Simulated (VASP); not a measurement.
# Zn in VASP: a series of runs

Runs on Zn. Level: PBE. Tasks: single point.

All numbers are computed with VASP 6.6.1; they aren't measurements. Logs are shortened: lines on timing, memory, paths and dates and some standing lists are left out, and cuts for length are marked.

## (1) The cell of the first run

The cell holds a sheet with vacuum, 4 atoms: a = 5.009 Å, b = 5.009 Å, c = 23.800 Å, α = 90.00°, β = 90.00°, γ = 90.00°.

The cell was built from a structure type or drawn by symmetry, and may not be a known phase.

## (2) Single point, PBE

INCAR

```
PREC = Accurate ; ENCUT = 520
EDIFF = 1E-6 ; ISMEAR = 0
SIGMA = 0.1 ; LREAL = False
LASPH = True ; NELM = 80
ALGO = Normal ; ISIF = 2
LWAVE = False ; LCHARG = False
LDIPOL = True ; IDIPOL = 3
DIPOL = 0.5 0.5 0.294 ; GGA = PE
NBANDS = 32
```

KPOINTS

```
Automatic mesh
0
Gamma
  10 10 1
```

POSCAR

```
Zn
1.0
    5.0092382517      0.0000000000      0.0000000000
    0.0000000000      5.0092382517      0.0000000000
    0.0000000000      0.0000000000     23.8000000000
Zn
4
Direct
    0.7500008699      0.7500008699      0.2941176471
    0.2499991301      0.2499991301      0.2941176471
    0.7500008699      0.2499991301      0.2941176471
    0.2499991301      0.7500008699      0.2941176471
```

Potentials or basis: VASP PAW PBE potentials, release 64 (Zn).

Started as:

```console
$ cat potpaw_PBE.64/Zn/POTCAR > POTCAR
$ mpirun -np 1 vasp_std > vasp.out
```

OUTCAR:

```text
PREC = Accurate
   ENCUT = 520
   EDIFF = 1E-6
   ISMEAR = 0
   LREAL = False
   LASPH = True
   NELM = 80
   ISIF = 2
   GGA = PE

 ion  position               nearest neighbor table
   1  0.750  0.750  0.294-   3 2.50   4 2.50   3 2.50   4 2.50
   2  0.250  0.250  0.294-   3 2.50   4 2.50   3 2.50   4 2.50
   3  0.750  0.250  0.294-   1 2.50   2 2.50   1 2.50   2 2.50
   4  0.250  0.750  0.294-   1 2.50   2 2.50   1 2.50   2 2.50

  LATTYP: Found a simple tetragonal cell.
 ALAT       =     5.0092382517
 C/A-ratio  =     4.7512214042

  Lattice vectors:

 A1 = (   5.0092382517,   0.0000000000,   0.0000000000)
 A2 = (   0.0000000000,   5.0092382517,   0.0000000000)
 A3 = (   0.0000000000,   0.0000000000,  23.8000000000)

Analysis of symmetry for initial positions (statically):
=====================================================================
 Subroutine PRICEL returns following result:

  LATTYP: Found a simple tetragonal cell.
 ALAT       =     2.5046278409
 C/A-ratio  =     9.5024097437

  Lattice vectors:

 A1 = (   2.5046278409,   0.0000000000,   0.0000000000)
 A2 = (   0.0000000000,   2.5046278409,   0.0000000000)
 A3 = (   0.0000000000,   0.0000000000,  23.8000000000)

   4 primitive cells build up your supercell.

 Routine SETGRP: Setting up the symmetry group for a
 simple tetragonal supercell.

 Subroutine GETGRP returns: Found 16 space group operations
 (whereof  8 operations were pure point group operations)
 out of a pool of 16 trial point group operations.

The static configuration has the point symmetry C_4v.
 The point group associated with its full space group is D_4h.

Analysis of symmetry for dynamics (positions and initial velocities):
=====================================================================
 Subroutine PRICEL returns following result:

  LATTYP: Found a simple tetragonal cell.
 ALAT       =     2.5046278409
 C/A-ratio  =     9.5024097437

  Lattice vectors:

 A1 = (   2.5046278409,   0.0000000000,   0.0000000000)
 A2 = (   0.0000000000,   2.5046278409,   0.0000000000)
 A3 = (   0.0000000000,   0.0000000000,  23.8000000000)

   4 primitive cells build up your supercell.

 Routine SETGRP: Setting up the symmetry group for a
 simple tetragonal supercell.

 Subroutine GETGRP returns: Found 16 space group operations
 (whereof  8 operations were pure point group operations)
 out of a pool of 16 trial point group operations.

The dynamic configuration has the point symmetry C_4v.
 The point group associated with its full space group is D_4h.

 Subroutine INISYM returns: Found 16 space group operations
 (whereof  8 operations are pure point group operations),
 and found     4 'primitive' translations

----------------------------------------------------------------------------------------

                                     Primitive cell

  volume of cell :     149.3012

  direct lattice vectors                    reciprocal lattice vectors
     2.504627841  0.000000000  0.000000000     0.399260914  0.000000000  0.000000000
     0.000000000  2.504627841  0.000000000     0.000000000  0.399260914  0.000000000
     0.000000000  0.000000000 23.800000000     0.000000000  0.000000000  0.042016807

  length of vectors
     2.504627841  2.504627841 23.800000000     0.399260914  0.399260914  0.042016807

  position of ions in fractional coordinates (direct lattice)
     0.499996520  0.499996520  0.294117647

  ion indices of the primitive-cell ions
   primitive index   ion index
                 1           1

----------------------------------------------------------------------------------------

 KPOINTS: Automatic mesh

Automatic generation of k-mesh.
 Grid dimensions read from file:
 generate k-points for:   10   10    1

 Generating k-lattice:

  Cartesian coordinates                     Fractional coordinates (reciprocal lattice)
     0.019963115  0.000000000  0.000000000     0.100000000  0.000000000  0.000000000
     0.000000000  0.019963115  0.000000000     0.000000000  0.100000000  0.000000000
     0.000000000  0.000000000  0.042016807     0.000000000  0.000000000  1.000000000

  Length of vectors
     0.019963115  0.019963115  0.042016807

  Shift w.r.t. Gamma in fractional coordinates (k-lattice)
     0.000000000  0.000000000  0.000000000

 Subroutine IBZKPT returns following result:
 ===========================================

 Found     21 irreducible k-points:

 Following reciprocal coordinates:
            Coordinates               Weight
  0.000000  0.000000  0.000000      1.000000
  0.100000  0.000000  0.000000      4.000000
  0.200000  0.000000  0.000000      4.000000
  0.300000  0.000000  0.000000      4.000000
  0.400000  0.000000  0.000000      4.000000
  0.500000  0.000000  0.000000      2.000000
[... 13 lines left out ...]
  0.500000  0.400000  0.000000      4.000000
  0.500000  0.500000  0.000000      1.000000
   k-points           NKPTS =     21   k-points in BZ     NKDIM =     21   number of bands    NBANDS=     32
   number of dos      NEDOS =    301   number of ions     NIONS =      4
   total plane-waves  NPLWV = 288000
   dimension x,y,z NGX =    40 NGY =   40 NGZ =  180
   dimension x,y,z NGXF=    80 NGYF=   80 NGZF=  360
   ions per type =               4
   NGX,Y,Z   is equivalent  to a cutoff of  13.28, 13.28, 12.57 a.u.
   NGXF,Y,Z  is equivalent  to a cutoff of  26.55, 26.55, 25.15 a.u.
 SYSTEM =  unknown system
   PREC   = accura    normal or accurate (medium, high low for compatibility)
   ISTART =      0    job   : 0-new  1-cont  2-samecut
   ICHARG =      2    charge: 1-file 2-atom 10-const
   ISPIN  =      1    spin polarized calculation?
   LNONCOLLINEAR =      F non collinear calculations
   LSORBIT =      F    spin-orbit coupling
   LASPH  =      T    aspherical Exc in radial PAW
   ENCUT  =  520.0 eV  38.22 Ry    6.18 a.u.   9.31  9.31 44.25*2*pi/ulx,y,z
   NELM   =     80;   NELMIN=  2; NELMDL= -5     # of ELM steps
   EDIFF  = 0.1E-05   stopping-criterion for ELM
   LREAL  =      F    real-space projection
   EDIFFG = 0.1E-04   stopping-criterion for IOM
   NSW    =      0    number of steps for IOM
   IBRION =     -1    ionic relax: 0-MD 1-quasi-New 2-CG
   NFREE  =      0    steps in history (QN), initial steepest desc. (CG)
   ISIF   =      2    stress and relaxation
   ISYM   =      2    0-nonsym 1-usesym 2-fastsym
   POTIM  = 0.5000    time-step for ionic-motion
   TEBEG  =    0.0;   TEEND  =   0.0 temperature during run
   PSTRESS=    0.0 pullay stress
   NELECT =      48.0000    total number of electrons
   NUPDOWN=      -1.0000    fix difference up-down
   EMIN   =  10.00;   EMAX   =-10.00  energy-range for DOS
   EFERMI =   0.00;   METHOD = LEGACY
   ISMEAR =     0;   SIGMA  =   0.10  broadening in eV -4-tet -1-fermi 0-gaus
   EFERMI_NEDOS =   21; number of points for ismear=-14 and -15
   IALGO  =     38    algorithm
   IMIX   =      4    mixing-type and parameters
     AMIX     =   0.40;   BMIX     =  1.00
     AMIX_MAG =   1.60;   BMIX_MAG =  1.00
  volume/ion in A,a.u.               =     149.30      1007.53
  Fermi-wavevector in a.u.,A,eV,Ry     =   0.706505  1.335101  6.791335  0.499149
  Thomas-Fermi vector in A             =   1.792303
   LORBIT       =      0    0 simple, 1 ext, 2 COOP (PROOUT), +10 PAW based schemes
   GGA     = PE    functional components
   LHFCALC =     F    Hartree Fock is set to
   AEXX    =    0.0000 exact exchange contribution
   IVDW    =     0    specifies the selected vdW correction
   LEPSILON=     F    determine dielectric tensor
   LRPA    =     F    only Hartree local field effects (RPA)
 non-spin polarized calculation
 Gauss-broadening in eV      SIGMA  =   0.10
  energy-cutoff  :      520.00
  volume of cell :      597.20
 maximum number of plane-waves:     16133
 NGX is ok and might be reduce to    40
   NGX = 19   NGY = 19   NGZ = 89

 dipolmoment           0.000000      0.000000     -0.000005 electrons x Angstroem

 number of electron      48.0000066 magnetization

 dipolmoment           0.000000      0.000000      0.000005 electrons x Angstroem

 Free energy of the ion-electron system (eV)
  ---------------------------------------------------
  ext. energy  EPLUGINS =         0.00000000
  ---------------------------------------------------
  free energy    TOTEN  =        -2.21017239 eV

  energy without entropy =       -2.19941714  energy(sigma->0) =       -2.20479476

 E-fermi :  -3.2719     XC(G=0):  -1.9232

 val. band max:       -3.2836192706   @ k =   0.4000   0.1000   0.0000
 cond. band min:      -3.1322469841   @ k =   0.3000   0.2000   0.0000
 fundamental gap:      0.1513722865
 Fermi energy:        -3.2719063370

 k-point     1 :       0.0000    0.0000    0.0000
  band No.  band energies     occupation
      1     -11.6766      2.00000
      2     -11.4034      2.00000
      3     -11.3100      2.00000
      4     -11.2005      2.00000
      5     -11.2005      2.00000
      6     -10.9176      2.00000
[... 24 lines left out ...]
     31       0.8586      0.00000
     32       1.2310      0.00000

 k-point     2 :       0.1000    0.0000    0.0000
  band No.  band energies     occupation
      1     -11.6347      2.00000
      2     -11.3869      2.00000
      3     -11.2919      2.00000
      4     -11.2069      2.00000
      5     -11.1666      2.00000
      6     -10.9133      2.00000
[... 24 lines left out ...]
     31       0.7944      0.00000
     32       0.9183      0.00000
[... 628 lines left out ...]
     31       3.0853      0.00000
     32       3.0941      0.00000

 k-point    21 :       0.5000    0.5000    0.0000
  band No.  band energies     occupation
      1     -10.7222      2.00000
      2     -10.7221      2.00000
      3     -10.7221      2.00000
      4     -10.7221      2.00000
      5     -10.6777      2.00000
      6     -10.6777      2.00000
[... 24 lines left out ...]
     31       2.9214      0.00000
     32       2.9214      0.00000

------------------------ aborting loop because EDIFF is reached ----------------------------------------

 vacuum level on the upper side and lower side of the slab       (xc-potential included)        -0.007        -0.007

  FORCE on cell =-STRESS in cart. coord.  units (eV):
  Direction    XX          YY          ZZ          XY          YZ          ZX
  --------------------------------------------------------------------------------------
  -------------------------------------------------------------------------------------
  Total        0.1396763      0.1396763     -0.0016284      0.0000000      0.0000000      0.0000000
  in kB        0.3747252      0.3747252     -0.0043686      0.0000000      0.0000000      0.0000000
  external PRESSURE =       0.2483606 kB  Pullay stress =       0.0000000 kB

 VOLUME and BASIS-vectors are now :
 -----------------------------------------------------------------------------
  energy-cutoff  :      520.00
  volume of cell :      597.20
      direct lattice vectors                 reciprocal lattice vectors
     5.009238252  0.000000000  0.000000000     0.199631151  0.000000000  0.000000000
     0.000000000  5.009238252  0.000000000     0.000000000  0.199631151  0.000000000
     0.000000000  0.000000000 23.800000000     0.000000000  0.000000000  0.042016807

 POSITION                                       TOTAL-FORCE (eV/Angst)
 -----------------------------------------------------------------------------------
      3.75693      3.75693      7.00000         0.000000      0.000000      0.000000
      1.25231      1.25231      7.00000         0.000000      0.000000      0.000000
      3.75693      1.25231      7.00000         0.000000      0.000000     -0.000000
      1.25231      3.75693      7.00000         0.000000      0.000000      0.000000
 -----------------------------------------------------------------------------------
    total drift:                                0.000000      0.000000      0.000352

  FREE ENERGIE OF THE ION-ELECTRON SYSTEM (eV)
  ---------------------------------------------------
  free  energy   TOTEN  =        -2.2101723907 eV

  energy  without entropy=       -2.1994171356  energy(sigma->0) =       -2.20479476

 vacuum level on the upper side and lower side of the slab         0.744         0.744
```

Run time: 4.8 min. Hardware: 1 thread of Intel Xeon 6975P-C (Granite Rapids), shared host; peak memory 0.76 GiB.

Results:

- Free energy: -2.2102 eV
- Band gap on the k mesh: zero (bands 24 and 25 overlap by 1.09 eV)

[end of part 1 of 2]
